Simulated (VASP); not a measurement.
Runs of VASP 6.6.1 on Al. The structure is that of space group P6_3/mmc (No. 194), or close to it. The cells are those of the table. 

```tsv
task	cell	k mesh	cutoff (eV)	smearing	gap on the mesh (eV)	pressure (GPa)
relaxation of cell and atoms	relaxed to 8 GPa from a = 2.787, b = 2.787, c = 4.581 Å, angles 90.0, 90.0, 120.0°, 2 atoms	18 × 18 × 10	600	fermi-dirac 0.15 eV	none	8.0
single point	a = 2.888, b = 2.806, c = 4.627 Å, angles 90.0, 90.0, 120.9°, 2 atoms	24 × 24 × 12	520	gaussian 0.1 eV	none	-0.8
single point	a = 2.888, b = 2.888, c = 4.592 Å, angles 90.0, 90.0, 120.0°, 2 atoms	24 × 24 × 12	520	gaussian 0.1 eV	none	(c)
single point	a = 2.748, b = 2.748, c = 4.733 Å, angles 90.0, 90.0, 120.0°, 2 atoms	24 × 24 × 12	520	gaussian 0.1 eV	none	2.8
single point	a = 2.888, b = 2.888, c = 4.540 Å, angles 90.0, 90.0, 120.0°, 2 atoms	24 × 24 × 12	520	gaussian 0.1 eV	none	-2.2
single point	a = 2.888, b = 2.809, c = 4.641 Å, angles 90.0, 90.0, 120.9°, 2 atoms	24 × 24 × 12	520	gaussian 0.1 eV	none	(b)
single point	a = 2.860, b = 2.860, c = 4.620 Å, angles 90.0, 90.0, 120.0°, 2 atoms	24 × 24 × 12	520	gaussian 0.1 eV	none	-2.2
single point	a = 2.860, b = 2.860, c = 4.597 Å, angles 90.0, 90.0, 120.0°, 2 atoms	24 × 24 × 12	520	gaussian 0.1 eV	none	-1.8
single point	a = 2.817, b = 2.817, c = 4.637 Å, angles 90.0, 90.0, 120.0°, 2 atoms	18 × 18 × 10	520	fermi-dirac 0.15 eV	none	0.0
single point	a = 2.744, b = 2.744, c = 4.505 Å, angles 90.0, 90.0, 120.0°, 2 atoms	18 × 18 × 10	520	fermi-dirac 0.15 eV	none	8.0
single point	a = 2.776, b = 2.776, c = 4.679 Å, angles 90.0, 90.0, 120.0°, 2 atoms	24 × 24 × 12	520	gaussian 0.1 eV	none	1.8
single point	a = 2.776, b = 2.776, c = 4.704 Å, angles 90.0, 90.0, 120.0°, 2 atoms	24 × 24 × 12	520	gaussian 0.1 eV	none	(a)
```

Alike in all rows: level PBE+D3(BJ); potentials or basis VASP PAW PBE potentials, release 64 (Al); no spin polarisation.

Problem. Fill in the values left out.

Solution. (a) 1.3; (b) -1.1; (c) -3.1.

Caveats: pairwise dispersion overbinds metals, which lowers pressure and volume; the cell is relaxed towards a set pressure, so the enthalpy falls and the energy may rise (some runs).

A gap of «none» marks levels without a gap at the run's occupations.
